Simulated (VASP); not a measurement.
# VSi26C27 (a cell with a defect) in VASP: notebook

Runs on VSi26C27 (a cell with a defect). Level: PBE. Tasks: electric field gradients.

Everything below comes from runs of VASP 6.6.1. Logs are shortened: lines on timing, memory, paths and dates and some standing lists are left out, and cuts for length are marked.

### Step 1. The cell of the first run

The cell holds a defect, 54 atoms: a = 9.236 Å, b = 9.236 Å, c = 9.236 Å, α = 60.00°, β = 60.00°, γ = 60.00°.

### Step 2. Electric field gradients, PBE

INCAR reads:

```
ALGO     = Normal         # electronic algorithm
EDIFF    = 1E-8           # SCF threshold, eV
ENCUT    = 520            # plane-wave cutoff, eV
GGA      = PE             # functional
ISIF     = 2              # what is computed and relaxed
ISMEAR   = -1             # smearing method
LASPH    = True           # aspherical terms in the spheres
LCHARG   = False          # write CHGCAR
LEFG     = True         
LREAL    = Auto         
LUSENCCL = False        
LWAVE    = False          # write WAVECAR
NBANDS   = 146            # bands
NELECT   = 224.0        
NELM     = 60             # most SCF steps
PREC     = Accurate       # precision mode
SIGMA    = 0.01           # smearing width, eV
```

KPOINTS reads:

```
k-points
0
Gamma
  3 3 3
```

POSCAR reads:

```
VSi26C27
1.0
    0.0000000000      6.5309898714      6.5309898714
    6.5309898714      0.0000000000      6.5309898714
    6.5309898714      6.5309898714      0.0000000000
V Si C
1 26 27
Direct
    0.2500000000      0.2500000000      0.2500000000
    0.2500000000      0.2500000000      0.5833333333
    0.2500000000      0.2500000000      0.9166666667
    0.2500000000      0.5833333333      0.2500000000
    0.2500000000      0.5833333333      0.5833333333
    0.2500000000      0.5833333333      0.9166666667
    0.2500000000      0.9166666667      0.2500000000
    0.2500000000      0.9166666667      0.5833333333
    0.2500000000      0.9166666667      0.9166666667
    0.5833333333      0.2500000000      0.2500000000
    0.5833333333      0.2500000000      0.5833333333
    0.5833333333      0.2500000000      0.9166666667
    0.5833333333      0.5833333333      0.2500000000
    0.5833333333      0.5833333333      0.5833333333
    0.5833333333      0.5833333333      0.9166666667
    0.5833333333      0.9166666667      0.2500000000
    0.5833333333      0.9166666667      0.5833333333
    0.5833333333      0.9166666667      0.9166666667
    0.9166666667      0.2500000000      0.2500000000
    0.9166666667      0.2500000000      0.5833333333
    0.9166666667      0.2500000000      0.9166666667
    0.9166666667      0.5833333333      0.2500000000
    0.9166666667      0.5833333333      0.5833333333
    0.9166666667      0.5833333333      0.9166666667
    0.9166666667      0.9166666667      0.2500000000
    0.9166666667      0.9166666667      0.5833333333
    0.9166666667      0.9166666667      0.9166666667
    0.0000000000      0.0000000000      0.0000000000
    0.0000000000      0.0000000000      0.3333333333
    0.0000000000      0.0000000000      0.6666666667
    0.0000000000      0.3333333333      0.0000000000
    0.0000000000      0.3333333333      0.3333333333
    0.0000000000      0.3333333333      0.6666666667
    0.0000000000      0.6666666667      0.0000000000
    0.0000000000      0.6666666667      0.3333333333
    0.0000000000      0.6666666667      0.6666666667
    0.3333333333      0.0000000000      0.0000000000
    0.3333333333      0.0000000000      0.3333333333
    0.3333333333      0.0000000000      0.6666666667
    0.3333333333      0.3333333333      0.0000000000
    0.3333333333      0.3333333333      0.3333333333
    0.3333333333      0.3333333333      0.6666666667
    0.3333333333      0.6666666667      0.0000000000
    0.3333333333      0.6666666667      0.3333333333
    0.3333333333      0.6666666667      0.6666666667
    0.6666666667      0.0000000000      0.0000000000
    0.6666666667      0.0000000000      0.3333333333
    0.6666666667      0.0000000000      0.6666666667
    0.6666666667      0.3333333333      0.0000000000
    0.6666666667      0.3333333333      0.3333333333
    0.6666666667      0.3333333333      0.6666666667
    0.6666666667      0.6666666667      0.0000000000
    0.6666666667      0.6666666667      0.3333333333
    0.6666666667      0.6666666667      0.6666666667
```

Potentials or basis: VASP PAW PBE potentials, release 64 (V_sv, Si, C).

Launch:

```bash
cat potpaw_PBE.64/V_sv/POTCAR potpaw_PBE.64/Si/POTCAR potpaw_PBE.64/C/POTCAR > POTCAR
mpirun -np 1 vasp_std > vasp.out
```

OUTCAR:

```text
EDIFF = 1E-8
   ENCUT = 520
   GGA = PE
   ISIF = 2
   ISMEAR = -1
   LASPH = True
   LREAL = Auto
   NELECT = 224.0
   NELM = 60
   PREC = Accurate

 ion  position               nearest neighbor table
   1  0.250  0.250  0.250-  41 1.89  38 1.89  40 1.89  32 1.89
   2  0.250  0.250  0.583-  42 1.89  39 1.89  41 1.89  33 1.89  11 3.08  17 3.08  20 3.08  23 3.08
                             4 3.08   5 3.08   8 3.08  10 3.08  21 3.08   9 3.08   3 3.08
   3  0.250  0.250  0.917-  40 1.89  37 1.89  31 1.89  42 1.89  18 3.08  19 3.08  21 3.08  24 3.08
                             6 3.08   7 3.08   9 3.08  12 3.08  11 3.08   5 3.08   2 3.08
   4  0.250  0.583  0.250-  44 1.89  41 1.89  43 1.89  35 1.89  13 3.08  15 3.08  22 3.08  23 3.08
                             2 3.08   5 3.08   6 3.08  10 3.08   9 3.08  25 3.08   7 3.08
   5  0.250  0.583  0.583-  36 1.89  42 1.89  44 1.89  45 1.89  14 3.08  23 3.08   2 3.08   4 3.08
                            11 3.08  13 3.08   3 3.08   7 3.08  24 3.08  26 3.08   6 3.08   8 3.08
   6  0.250  0.583  0.917-  43 1.89  40 1.89  34 1.89  45 1.89  22 3.08  24 3.08   3 3.08   4 3.08
                            12 3.08  15 3.08  14 3.08  27 3.08   8 3.08   9 3.08   5 3.08
   7  0.250  0.917  0.250-  38 1.89  37 1.89  29 1.89  44 1.89  18 3.08  19 3.08  25 3.08  26 3.08
                             3 3.08   8 3.08   9 3.08  16 3.08  13 3.08   5 3.08   4 3.08
   8  0.250  0.917  0.583-  39 1.89  38 1.89  30 1.89  45 1.89  20 3.08  26 3.08   2 3.08   7 3.08
                            16 3.08  17 3.08  14 3.08  27 3.08   5 3.08   9 3.08   6 3.08
   9  0.250  0.917  0.917-  37 1.89  28 1.89  39 1.89  43 1.89  25 3.08  27 3.08   3 3.08   7 3.08
                            18 3.08  21 3.08   4 3.08   2 3.08  15 3.08  17 3.08   6 3.08   8 3.08
[... 61 lines left out ...]
  53  0.667  0.667  0.333-  14 1.89  16 1.89  22 1.89  13 1.89
  54  0.667  0.667  0.667-  15 1.89  17 1.89  23 1.89  14 1.89

  LATTYP: Found a face centered cubic cell.
 ALAT       =    13.0619797428

  Lattice vectors:

 A1 = (   0.0000000000,   6.5309898714,   6.5309898714)
 A2 = (   6.5309898714,   0.0000000000,   6.5309898714)
 A3 = (   6.5309898714,   6.5309898714,   0.0000000000)

Analysis of symmetry for initial positions (statically):
=====================================================================
 Subroutine PRICEL returns:
 Original cell was already a primitive cell.

 Routine SETGRP: Setting up the symmetry group for a
 face centered cubic supercell.

 Subroutine GETGRP returns: Found 24 space group operations
 (whereof 24 operations were pure point group operations)
 out of a pool of 48 trial point group operations.

The static configuration has the point symmetry T_d .

Analysis of symmetry for dynamics (positions and initial velocities):
=====================================================================
 Subroutine PRICEL returns:
 Original cell was already a primitive cell.

 Routine SETGRP: Setting up the symmetry group for a
 face centered cubic supercell.

 Subroutine GETGRP returns: Found 24 space group operations
 (whereof 24 operations were pure point group operations)
 out of a pool of 48 trial point group operations.

The dynamic configuration has the point symmetry T_d .

 Subroutine INISYM returns: Found 24 space group operations
 (whereof 24 operations are pure point group operations),
 and found     1 'primitive' translations

----------------------------------------------------------------------------------------

                                     Primitive cell

  volume of cell :     557.1434

  direct lattice vectors                    reciprocal lattice vectors
     0.000000000  6.530989871  6.530989871    -0.076558073  0.076558073  0.076558073
     6.530989871  0.000000000  6.530989871     0.076558073 -0.076558073  0.076558073
     6.530989871  6.530989871  0.000000000     0.076558073  0.076558073 -0.076558073

  length of vectors
     9.236214452  9.236214452  9.236214452     0.132602472  0.132602472  0.132602472

  position of ions in fractional coordinates (direct lattice)
     0.250000000  0.250000000  0.250000000
     0.250000000  0.250000000  0.583333333
     0.250000000  0.250000000  0.916666667
     0.250000000  0.583333333  0.250000000
[... 183 lines left out ...]
   GGA     = PE    functional components
   LHFCALC =     F    Hartree Fock is set to
   AEXX    =    0.0000 exact exchange contribution
   IVDW    =     0    specifies the selected vdW correction
   LEPSILON=     F    determine dielectric tensor
   LRPA    =     F    only Hartree local field effects (RPA)
 non-spin polarized calculation
  energy-cutoff  :      520.00
  volume of cell :      557.14
 maximum number of plane-waves:     15065
 NGX is ok and might be reduce to    70
   NGX = 35   NGY = 35   NGZ = 35

 number of electron     224.0000004 magnetization

 Free energy of the ion-electron system (eV)
  ---------------------------------------------------
  ext. energy  EPLUGINS =         0.00000000
  ---------------------------------------------------
  free energy    TOTEN  =      -416.97065370 eV

  energy without entropy =     -416.97065370  energy(sigma->0) =     -416.97065370

 E-fermi :   8.4142     XC(G=0): -11.3867

 val. band max:        8.0837014789   @ k =   0.0000   0.0000   0.0000
 cond. band min:       9.1691287908   @ k =   0.0000   0.0000   0.0000
 fundamental gap:      1.0854273118
 Fermi energy:         8.4142025029

 k-point     1 :       0.0000    0.0000    0.0000
  band No.  band energies     occupation
      1     -56.2279      2.00000
      2     -30.1423      2.00000
      3     -30.1422      2.00000
      4     -30.1422      2.00000
      5      -7.2004      2.00000
      6      -5.2368      2.00000
[... 497 lines left out ...]
    123      12.4920      0.00000
    124      12.5298      0.00000
 [bands above 124 left out]

------------------------ aborting loop because EDIFF is reached ----------------------------------------

  FORCE on cell =-STRESS in cart. coord.  units (eV):
  Direction    XX          YY          ZZ          XY          YZ          ZX
  --------------------------------------------------------------------------------------
  -------------------------------------------------------------------------------------
  Total        4.9975939      4.9975939      4.9975939      0.0000000      0.0000000      0.0000000
  in kB       14.3715800     14.3715800     14.3715800      0.0000000      0.0000000      0.0000000
  external PRESSURE =      14.3715800 kB  Pullay stress =       0.0000000 kB

 VOLUME and BASIS-vectors are now :
 -----------------------------------------------------------------------------
  energy-cutoff  :      520.00
  volume of cell :      557.14
      direct lattice vectors                 reciprocal lattice vectors
     0.000000000  6.530989871  6.530989871    -0.076558073  0.076558073  0.076558073
     6.530989871  0.000000000  6.530989871     0.076558073 -0.076558073  0.076558073
     6.530989871  6.530989871  0.000000000     0.076558073  0.076558073 -0.076558073

 POSITION                                       TOTAL-FORCE (eV/Angst)
 -----------------------------------------------------------------------------------
      3.26549      3.26549      3.26549         0.000000     -0.000000     -0.000000
      5.44249      5.44249      3.26549         0.300955      0.300955     -0.645940
      7.61949      7.61949      3.26549        -0.300955     -0.300955     -0.645940
      5.44249      3.26549      5.44249         0.300955     -0.645940      0.300955
      7.61949      5.44249      5.44249         0.125412     -0.125412     -0.125412
      9.79648      7.61949      5.44249         0.645940     -0.300955      0.300955
[... 46 lines left out ...]
      6.53099      6.53099      8.70799         0.000000     -0.000000     -0.182259
      8.70799      8.70799      8.70799        -0.051657     -0.051657     -0.051657
 -----------------------------------------------------------------------------------
    total drift:                                0.000003      0.000003      0.000003

  FREE ENERGIE OF THE ION-ELECTRON SYSTEM (eV)
  ---------------------------------------------------
  free  energy   TOTEN  =      -416.9706536961 eV

  energy  without entropy=     -416.9706536961  energy(sigma->0) =     -416.97065370

 Electric field gradients (V/A^2)
---------------------------------------------------------------------
 ion       V_xx      V_yy      V_zz      V_xy      V_xz      V_yz
---------------------------------------------------------------------
   1      -0.000    -0.000    -0.000     0.000     0.000     0.000
   2       0.695     0.695    -1.389     8.232    -5.675    -5.675
   3       0.695     0.695    -1.389     8.232     5.676     5.676
   4       0.695    -1.389     0.695    -5.675     8.232    -5.675
   5       0.000    -0.000    -0.000     0.919     0.919    -0.919
   6      -1.389     0.695     0.695    -5.675     5.675    -8.233
[... 46 lines left out ...]
  53       0.929     0.929    -1.857    -3.947     0.000     0.000
  54       0.000     0.000    -0.000     0.029     0.029     0.029
---------------------------------------------------------------------

 Electric field gradients after diagonalization (V/A^2)
 (convention: |V_zz| > |V_xx| > |V_yy|)
----------------------------------------------------------------------
 ion       V_xx      V_yy      V_zz     asymmetry (V_yy - V_xx)/ V_zz
----------------------------------------------------------------------
   1      -0.000    -0.000     0.001       0.000
   2      -7.538    -5.771    13.309       0.133
   3      -7.538    -5.772    13.310       0.133
   4      -7.538    -5.771    13.309       0.133
   5       0.919     0.919    -1.839       0.000
   6      -7.539    -5.771    13.310       0.133
[... 46 lines left out ...]
  53      -3.018    -1.857     4.875       0.238
  54      -0.029    -0.029     0.058       0.000
----------------------------------------------------------------------

           NMR quadrupolar parameters

 Cq : quadrupolar parameter    Cq=e*Q*V_zz/h
 eta: asymmetry parameters     (V_yy - V_xx)/ V_zz
 Q  : nuclear electric quadrupole moment in mb (millibarn)
----------------------------------------------------------------------
 ion       Cq(MHz)       eta       Q (mb)
----------------------------------------------------------------------
   1       0.000       0.000       1.000
   2       0.032       0.133       1.000
   3       0.032       0.133       1.000
   4       0.032       0.133       1.000
   5      -0.004       0.000       1.000
   6       0.032       0.133       1.000
[... 46 lines left out ...]
  53       0.012       0.238       1.000
  54       0.000       0.000       1.000
----------------------------------------------------------------------
```

Wall time 2 min (1 × NVIDIA H100 80GB with 1 thread of AMD EPYC 7R13 (Zen 3), shared host); peak memory 1.6 GiB.

What came out:

| Property | Result |
| --- | --- |
| Free energy | -416.9707 eV |
| Largest force | 0.774 eV/Å |
| Largest electric field gradient by atom | V +0.0; Si +13.3, -1.8, -1.6, -1.2 (each value once); C +0.0, -1.6, -6.7, +0.1, +4.9 (each value once) V/Å² |

Forces on the atoms (eV/Å):
```
V    0.000  0.000  0.000
Si   0.301  0.301 -0.646
Si  -0.301 -0.301 -0.646
Si   0.301 -0.646  0.301
Si   0.125 -0.125 -0.125
Si   0.646 -0.301  0.301
Si  -0.301 -0.646 -0.301
Si   0.646  0.301 -0.301
Si   0.069 -0.069 -0.069
Si  -0.646  0.301  0.301
Si  -0.125  0.125 -0.125
Si  -0.301  0.646  0.301
Si  -0.125 -0.125  0.125
Si   0.125  0.125  0.125
Si   0.000  0.000  0.145
Si  -0.301  0.301  0.646
Si   0.000  0.145  0.000
Si  -0.145  0.000  0.000
Si  -0.646 -0.301 -0.301
Si   0.301  0.646 -0.301
Si  -0.069  0.069 -0.069
Si   0.301 -0.301  0.646
Si   0.145  0.000  0.000
Si   0.000 -0.145  0.000
Si  -0.069 -0.069  0.069
Si   0.000  0.000 -0.145
Si   0.069  0.069  0.069
C    0.000  0.000  0.000
C    0.098  0.098  0.121
C   -0.098 -0.098  0.121
C    0.098  0.121  0.098
C    0.438 -0.438 -0.438
C   -0.121 -0.098  0.098
C   -0.098  0.121 -0.098
C   -0.121  0.098 -0.098
C   -0.052  0.052  0.052
C    0.121  0.098  0.098
C   -0.438  0.438 -0.438
C   -0.098 -0.121  0.098
C   -0.438 -0.438  0.438
C    0.438  0.438  0.438
C    0.000  0.000  0.182
C   -0.098  0.098 -0.121
C    0.000  0.182  0.000
C   -0.182  0.000  0.000
C    0.121 -0.098 -0.098
C    0.098 -0.121 -0.098
C    0.052 -0.052  0.052
C    0.098 -0.098 -0.121
C    0.182  0.000  0.000
C    0.000 -0.182  0.000
C    0.052  0.052 -0.052
C    0.000  0.000 -0.182
C   -0.052 -0.052 -0.052
```

Electric field gradients, principal values (V/Å²):
| atom | least | middle | greatest (by size) |
| --- | --- | --- | --- |
| 1 V | 0.000 | 0.000 | 0.001 |
| 2 Si | -5.771 | -7.538 | 13.309 |
| 3 Si | -5.772 | -7.538 | 13.310 |
| 4 Si | -5.771 | -7.538 | 13.309 |
| 5 Si | 0.919 | 0.919 | -1.839 |
| 6 Si | -5.771 | -7.539 | 13.310 |
| 7 Si | -5.772 | -7.538 | 13.310 |
| 8 Si | -5.771 | -7.539 | 13.310 |
| 9 Si | 0.784 | 0.784 | -1.568 |
| 10 Si | -5.771 | -7.538 | 13.309 |
| 11 Si | 0.919 | 0.919 | -1.839 |
| 12 Si | -5.771 | -7.539 | 13.310 |
| 13 Si | 0.919 | 0.919 | -1.839 |
| 14 Si | 0.919 | 0.919 | -1.839 |
| 15 Si | 0.419 | 0.761 | -1.180 |
| 16 Si | -5.771 | -7.539 | 13.310 |
| 17 Si | 0.419 | 0.761 | -1.180 |
| 18 Si | 0.419 | 0.761 | -1.180 |
| 19 Si | -5.772 | -7.538 | 13.310 |
| 20 Si | -5.771 | -7.539 | 13.310 |
| 21 Si | 0.784 | 0.784 | -1.568 |
| 22 Si | -5.771 | -7.539 | 13.310 |
| 23 Si | 0.419 | 0.761 | -1.180 |
| 24 Si | 0.419 | 0.761 | -1.180 |
| 25 Si | 0.784 | 0.784 | -1.568 |
| 26 Si | 0.419 | 0.761 | -1.180 |
| 27 Si | 0.784 | 0.784 | -1.568 |
| 28 C | -0.001 | -0.001 | 0.002 |
| 29 C | 0.513 | 1.050 | -1.563 |
| 30 C | 0.512 | 1.050 | -1.562 |
| 31 C | 0.513 | 1.050 | -1.563 |
| 32 C | 3.332 | 3.333 | -6.665 |
| 33 C | 0.512 | 1.051 | -1.563 |
| 34 C | 0.512 | 1.050 | -1.562 |
| 35 C | 0.512 | 1.051 | -1.563 |
| 36 C | -0.029 | -0.029 | 0.058 |
| 37 C | 0.513 | 1.050 | -1.563 |
| 38 C | 3.332 | 3.333 | -6.665 |
| 39 C | 0.512 | 1.051 | -1.563 |
| 40 C | 3.332 | 3.333 | -6.665 |
| 41 C | 3.332 | 3.332 | -6.664 |
| 42 C | -1.857 | -3.018 | 4.876 |
| 43 C | 0.512 | 1.051 | -1.563 |
| 44 C | -1.857 | -3.018 | 4.876 |
| 45 C | -1.857 | -3.018 | 4.875 |
| 46 C | 0.512 | 1.050 | -1.562 |
| 47 C | 0.512 | 1.051 | -1.563 |
| 48 C | -0.029 | -0.029 | 0.058 |
| 49 C | 0.512 | 1.051 | -1.563 |
| 50 C | -1.857 | -3.018 | 4.876 |
| 51 C | -1.857 | -3.018 | 4.875 |
| 52 C | -0.029 | -0.029 | 0.058 |
| 53 C | -1.857 | -3.018 | 4.875 |
| 54 C | -0.029 | -0.029 | 0.058 |

Caveat: the cell carries a net charge on a neutralising background, which shifts energy and pressure; the cell is charged against a uniform background, so pressure and absolute levels hang on convention; without QUAD_EFG the Cq values of the log hold for a quadrupole moment of 1 mb, not for the nuclei.

[end of part 1 of 3]
